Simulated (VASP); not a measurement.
# Rb2FeCl6F (Fm-3m) in VASP: settings compared, part 2 of 2

VASP 6.6.1. The steps go on from the part before.

## Step 3: Single point, RPBE

INCAR reads:

```
PREC     = Accurate       # precision mode
ENCUT    = 520            # plane-wave cutoff, eV
EDIFF    = 1E-7           # SCF threshold, eV
ISMEAR   = -5             # smearing method
SIGMA    = 0.1            # smearing width, eV
LREAL    = F              # projectors in reciprocal space
LASPH    = T              # aspherical terms in the spheres
NELM     = 100            # most SCF steps
ALGO     = Normal         # electronic algorithm
ISIF     = 2              # what is computed and relaxed
LWAVE    = F              # write WAVECAR
LCHARG   = F              # write CHGCAR
GGA      = RP             # functional
NBANDS   = 48             # bands
```

KPOINTS reads:

```
Automatic mesh
0
Gamma
  3 3 3
```

POSCAR reads:

```
Rb2FeCl6F
1.0
    0.0000000000      4.8105080000      4.8105080000
    4.8105080000      0.0000000000      4.8105080000
    4.8105080000      4.8105080000      0.0000000000
Fe Cl Rb F
1 6 2 1
Direct
    0.0000000000      0.0000000000      0.0000000000
    0.7843000000      0.2157000000      0.2157000000
    0.2157000000      0.7843000000      0.2157000000
    0.2157000000      0.7843000000      0.7843000000
    0.7843000000      0.2157000000      0.7843000000
    0.2157000000      0.2157000000      0.7843000000
    0.7843000000      0.7843000000      0.2157000000
    0.2500000000      0.2500000000      0.2500000000
    0.7500000000      0.7500000000      0.7500000000
    0.5000000000      0.5000000000      0.5000000000
```

Potentials or basis: VASP PAW PBE potentials, release 64 (Fe, Cl, Rb_sv, F).

On the command line:

```bash
> cat potpaw_PBE.64/Fe/POTCAR potpaw_PBE.64/Cl/POTCAR potpaw_PBE.64/Rb_sv/POTCAR potpaw_PBE.64/F/POTCAR > POTCAR
> mpirun -np 1 vasp_std > vasp.out
```

OUTCAR:

```text
PREC = Accurate
   ENCUT = 520
   EDIFF = 1E-7
   ISMEAR = -5
   LREAL = F
   LASPH = T
   NELM = 100
   ISIF = 2
   GGA = RP

 ion  position               nearest neighbor table
   1  0.000  0.000  0.000-   2 2.08   3 2.08   4 2.08   5 2.08   6 2.08   7 2.08   9 4.17   9 4.17
                             8 4.17   9 4.17   8 4.17   8 4.17   9 4.17   8 4.17
   2  0.784  0.216  0.216-   1 2.08   9 3.42   9 3.42   8 3.42   8 3.42
   3  0.216  0.784  0.216-   1 2.08   9 3.42   9 3.42   8 3.42   8 3.42
   4  0.216  0.784  0.784-   1 2.08   9 3.42   9 3.42   8 3.42   8 3.42
   5  0.784  0.216  0.784-   1 2.08   9 3.42   9 3.42   8 3.42   8 3.42
   6  0.216  0.216  0.784-   1 2.08   9 3.42   9 3.42   8 3.42   8 3.42
   7  0.784  0.784  0.216-   1 2.08   9 3.42   9 3.42   8 3.42   8 3.42
   8  0.250  0.250  0.250-   7 3.42   7 3.42   6 3.42   6 3.42   4 3.42   5 3.42   4 3.42   5 3.42
                             2 3.42   2 3.42   3 3.42   3 3.42   1 4.17   1 4.17   1 4.17   1 4.17
   9  0.750  0.750  0.750-   7 3.42   7 3.42   6 3.42   6 3.42   3 3.42   5 3.42   2 3.42   5 3.42
                             4 3.42   3 3.42   4 3.42   2 3.42   1 4.17   1 4.17   1 4.17   1 4.17
  10  0.500  0.500  0.500-

  LATTYP: Found a face centered cubic cell.
 ALAT       =     9.6210160000

  Lattice vectors:

 A1 = (   0.0000000000,   4.8105080000,   4.8105080000)
 A2 = (   4.8105080000,   0.0000000000,   4.8105080000)
 A3 = (   4.8105080000,   4.8105080000,   0.0000000000)

Analysis of symmetry for initial positions (statically):
=====================================================================
 Subroutine PRICEL returns:
 Original cell was already a primitive cell.

 Routine SETGRP: Setting up the symmetry group for a
 face centered cubic supercell.

 Subroutine GETGRP returns: Found 48 space group operations
 (whereof 48 operations were pure point group operations)
 out of a pool of 48 trial point group operations.

The static configuration has the point symmetry O_h .

Analysis of symmetry for dynamics (positions and initial velocities):
[... 136 lines left out ...]
   IVDW    =     0    specifies the selected vdW correction
   LEPSILON=     F    determine dielectric tensor
   LRPA    =     F    only Hartree local field effects (RPA)
 non-spin polarized calculation
 Fermi weights with tetrahedron method with Bloechl corrections
  energy-cutoff  :      520.00
  volume of cell :      222.64
 maximum number of plane-waves:      6014
 NGX is ok and might be reduce to    50
   NGX = 25   NGY = 25   NGZ = 25

 number of electron      74.9999993 magnetization

 Free energy of the ion-electron system (eV)
  ---------------------------------------------------
  ext. energy  EPLUGINS =         0.00000000
  ---------------------------------------------------
  free energy    TOTEN  =       -28.34125431 eV

  energy without entropy =      -28.34125431  energy(sigma->0) =      -28.34125431

 E-fermi :   0.8450     XC(G=0):  -8.5908

 val. band max:        0.8351810025   @ k =  -0.3333   0.3333   0.0000
 cond. band min:       0.8850812010   @ k =  -0.3333   0.3333   0.0000
 fundamental gap:      0.0499001984
 Fermi energy:         0.8449845281

 k-point     1 :       0.0000    0.0000    0.0000
  band No.  band energies     occupation
      1     -23.7243      2.00000
      2     -23.7131      2.00000
      3     -18.6338      2.00000
      4     -14.4030      2.00000
      5     -13.1124      2.00000
      6     -13.1124      2.00000
[... 193 lines left out ...]
     47       9.6932      0.00000
     48       9.6985      0.00000

------------------------ aborting loop because EDIFF is reached ----------------------------------------

  FORCE on cell =-STRESS in cart. coord.  units (eV):
  Direction    XX          YY          ZZ          XY          YZ          ZX
  --------------------------------------------------------------------------------------
  -------------------------------------------------------------------------------------
  Total       18.9335300     18.9335300     18.9335300     -0.0000000      0.0000000     -0.0000000
  in kB      136.2508923    136.2508923    136.2508923     -0.0000000      0.0000000     -0.0000000
  external PRESSURE =     136.2508923 kB  Pullay stress =       0.0000000 kB

 VOLUME and BASIS-vectors are now :
 -----------------------------------------------------------------------------
  energy-cutoff  :      520.00
  volume of cell :      222.64
      direct lattice vectors                 reciprocal lattice vectors
     0.000000000  4.810508000  4.810508000    -0.103939127  0.103939127  0.103939127
     4.810508000  0.000000000  4.810508000     0.103939127 -0.103939127  0.103939127
     4.810508000  4.810508000  0.000000000     0.103939127  0.103939127 -0.103939127

 POSITION                                       TOTAL-FORCE (eV/Angst)
 -----------------------------------------------------------------------------------
      0.00000      0.00000      0.00000        -0.000000     -0.000000      0.000000
      2.07525      4.81051      4.81051         3.218130     -0.000000      0.000000
      4.81051      2.07525      4.81051        -0.000000      3.218130      0.000000
      7.54576      4.81051      4.81051        -3.218130     -0.000000      0.000000
      4.81051      7.54576      4.81051        -0.000000     -3.218130      0.000000
      4.81051      4.81051      2.07525        -0.000000     -0.000000      3.218130
      4.81051      4.81051      7.54576        -0.000000     -0.000000     -3.218130
      2.40525      2.40525      2.40525         0.000000     -0.000000      0.000000
      7.21576      7.21576      7.21576         0.000000     -0.000000      0.000000
      4.81051      4.81051      4.81051        -0.000000     -0.000000      0.000000
 -----------------------------------------------------------------------------------
    total drift:                                0.000000     -0.000000     -0.000000

  FREE ENERGIE OF THE ION-ELECTRON SYSTEM (eV)
  ---------------------------------------------------
  free  energy   TOTEN  =       -28.3412543145 eV

  energy  without entropy=      -28.3412543145  energy(sigma->0) =      -28.34125431
```

stdout:

```text
POSCAR found type information on POSCAR FeClRbF
 POSCAR found :  4 types and      10 ions
 scaLAPACK will be used
 -----------------------------------------------------------------------------
|                                                                             |
[... 23 lines left out ...]
|     occupations, so forces and stress will be inaccurate. We suggest        |
|     using a different smearing scheme ISMEAR = 1 or 2 for metals in         |
|     relaxations.                                                            |
|                                                                             |
 -----------------------------------------------------------------------------
```

Run time: 1.9 min. Hardware: 1 thread of Intel Xeon 6975P-C (Granite Rapids), shared host; peak memory 0.39 GiB.

What came out:

```yaml
Free_energy: -28.3413 eV
Pressure: 13.6 GPa
Largest_force: 3.218 eV/Å
Band_gap_on_the_k_mesh: zero (an odd number of electrons rules out a gap without spin polarisation)
```

Forces in eV/Å, atoms in the order of the input:
```
Fe   0.000  0.000  0.000
Cl   3.218  0.000  0.000
Cl   0.000  3.218  0.000
Cl  -3.218  0.000  0.000
Cl   0.000 -3.218  0.000
Cl   0.000  0.000  3.218
Cl   0.000  0.000 -3.218
Rb   0.000  0.000  0.000
Rb   0.000  0.000  0.000
F    0.000  0.000  0.000
```

Caveat: the k points lie up to 0.38 Å⁻¹ apart, too coarse for converged energies and pressures of a metal; the PAW data sets were made with another functional, which shifts forces and pressure a little; an odd number of electrons without spin polarisation forces a metal; a magnetic or distorted state may lie lower; the run has no spin polarisation, though such a crystal can be magnetic; semilocal functionals often make such compounds metallic where correlation or magnetic order opens a gap, which also shifts bond lengths; tetrahedron occupations give inexact forces and stress in metals. Spin polarisation is off, so any magnetic state and its effect on volume and gap are missing.

## Step 4: Single point, PBE, collinear spin, ferromagnetic start

INCAR reads:

```
SYSTEM = Rb2FeCl6F
PREC = Accurate ; ENCUT = 520
EDIFF = 1E-6 ; ISMEAR = -1
SIGMA = 0.0145 ; LREAL = .False.
LASPH = .True. ; NELM = 150
ALGO = Normal ; ISIF = 2
LWAVE = .False. ; LCHARG = .True.
ISPIN = 2 ; MAGMOM = 2.34 0.05 0.05 0.05 0.05 0.05 0.05 0.01 0.01 0.16
LORBIT = 11 ; LMAXMIX = 4
GGA = PE ; LELF = .True.
LVHAR = .True. ; NBANDS = 52
```

KPOINTS reads:

```
regular mesh
0
Gamma
  3 3 3
  0 0 0
```

POSCAR is that of step 3.

On the command line:

```bash
> cat potpaw_PBE.64/Fe/POTCAR potpaw_PBE.64/Cl/POTCAR potpaw_PBE.64/Rb_sv/POTCAR potpaw_PBE.64/F/POTCAR > POTCAR
> mpirun -np 1 vasp_std > vasp.out
```

It took 2.6 min on 1 thread of Intel Xeon 6975P-C (Granite Rapids), shared host; peak memory 0.54 GiB.

It converged, with:

```yaml
Free_energy: -32.4254 eV
Pressure: 11.9 GPa
Largest_force: 3.326 eV/Å
Net_moment: 2.55 μB per cell
Site_moments: Fe +2.24; Cl +0.04; Rb +0.01; F -0.21 μB
Valence_electrons_inside_the_program's_atomic_spheres: Fe 7.76; Cl 5.15; Rb 7.31; F 5.96
```

Forces in eV/Å, atoms in the order of the input:
```
Fe   0.000  0.000  0.000
Cl   3.326  0.000  0.000
Cl   0.000  3.326  0.000
Cl  -3.326  0.000  0.000
Cl   0.000 -3.326  0.000
Cl   0.000  0.000  3.326
Cl   0.000  0.000 -3.326
Rb   0.000  0.000  0.000
Rb   0.000  0.000  0.000
F    0.000  0.000  0.000
```

Levels at points of the mesh, in eV from the Fermi level:
Spin up:
| k point | band 37 | band 38 | band 39 | band 40 | band 41 | band 42 |
| --- | --- | --- | --- | --- | --- | --- |
| (0.00, 0.00, 0.00) | -0.16 | -0.16 | -0.16 | 1.87 | 1.87 | 5.54 |
Spin down:
```tsv
k point	band 32	band 33	band 34	band 35	band 36	band 37	band 38	band 39	band 40	band 41
(0.00, 0.00, 0.00)	-0.40	-0.40	-0.40	-0.40	-0.40	0.05	0.05	0.05	2.64	2.64
```

Caveat: the k points lie up to 0.38 Å⁻¹ apart; a cell with one magnetic atom can't hold antiferromagnetic order, which such compounds often take; semilocal functionals often make such compounds metallic where correlation or magnetic order opens a gap, which also shifts bond lengths; forces of over 1 eV/Å act on the atoms, so gaps and moduli don't describe the material at rest. With open d or f shells a metallic result of PBE can be an artefact of self-interaction; +U or a hybrid may open a gap.

## Step 5: The runs side by side

| level | spin | smearing | gap on the mesh (eV) | pressure (GPa) | largest force (eV/Å) |
| --- | --- | --- | --- | --- | --- |
| PBE | off | fermi-dirac 0.0145 eV | none | 11.0 | 3.12 |
| RPBE | off | tetrahedron | none | 13.6 | 3.22 |
| PBE | collinear, ferromagnetic start | fermi-dirac 0.0145 eV | none | 11.9 | 3.33 |

Alike in all rows: task single point; potentials or basis VASP PAW PBE potentials, release 64 (Fe, Cl, Rb_sv, F); cell as given; k mesh 3 × 3 × 3; cutoff (eV) 520.

Caveats: all runs use coarse meshes; semilocal functionals often make such compounds metallic where correlation or magnetic order opens a gap, which also shifts bond lengths; an odd number of electrons without spin polarisation forces a metal (at least some runs); a magnetic or distorted state may lie lower (at least some runs); the PAW data sets were made with another functional, which shifts forces and pressure a little (at least some runs); tetrahedron occupations give inexact forces and stress in metals (at least some runs); a cell with one magnetic atom can't hold antiferromagnetic order, which such compounds often take (at least some runs); forces of over 1 eV/Å act on the atoms, so gaps and moduli don't describe the material at rest (at least some runs).

Absolute energies hang on the potentials; compare differences alone.
